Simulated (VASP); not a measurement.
Write the native input for VASP 6.6.1 that does the following.

```yaml
Task: single point
Functional: PBEsol
Potentials_or_basis: VASP PAW PBE potentials, release 64 (Ni, O)
Cutoff: 520 eV
k_mesh: 26 × 26 × 26
Occupations: gaussian, width 0.15 eV
Spin: collinear spin, ferromagnetic start
Starting_moments: "[1.14, 0.2] μB"
Dipole_correction: no
Further_INCAR_settings: ALGO = Normal; EDIFF = 1e-07; NBANDS = 19
```

The structure of NiO lies in POSCAR:

```
NiO
1.0
    0.0000000000      2.1609599945      1.9551542807
    2.1609599945      0.0000000000      1.9551542807
    2.1609599945      2.1609599945      0.0000000000
Ni O
1 1
Direct
    0.0000000000      0.0000000000      0.0000000000
    0.5000000000      0.5000000000      0.5000000000
```

This cell differs from its parent crystal: strain +0.050 along x and y, -0.050 along z.

One way to write it, as run:

INCAR

```
SYSTEM = NiO
ALGO = Normal ; EDIFF = 1E-7
ENCUT = 520 ; GGA = PS
ISIF = 2 ; ISMEAR = 0
ISPIN = 2 ; LASPH = .TRUE.
LCHARG = .FALSE. ; LMAXMIX = 4
LORBIT = 11 ; LREAL = .FALSE.
LWAVE = .FALSE. ; MAGMOM = 1.14 0.2
NBANDS = 19 ; NELM = 150
PREC = Accurate ; SIGMA = 0.15
```

KPOINTS

```
k-points
0
G
  26 26 26
  0 0 0
```

Potentials or basis: VASP PAW PBE potentials, release 64 (Ni, O).

Launch:

```sh
$ cat potpaw_PBE.64/Ni/POTCAR potpaw_PBE.64/O/POTCAR > POTCAR
$ mpirun -np 1 vasp_std > vasp.out
```

It gave:

- Pressure: -5.2 GPa
- Net moment: 1.38 μB per cell
- Site moments: Ni +1.15; O +0.20 μB
- Valence electrons inside the program's atomic spheres: Ni 9.06; O 4.94

Caveat: the cell differs from its parent crystal (strain +0.050 along x and y, -0.050 along z); the cell stands under tension; the PAW data sets were made with another functional, which shifts forces and pressure a little; a cell with one magnetic atom can't hold antiferromagnetic order, which such compounds often take.

Run time: 26 min on 1 thread of Oxide Virtual Turin-like Processor, on a shared host, peak memory 0.7 GiB.
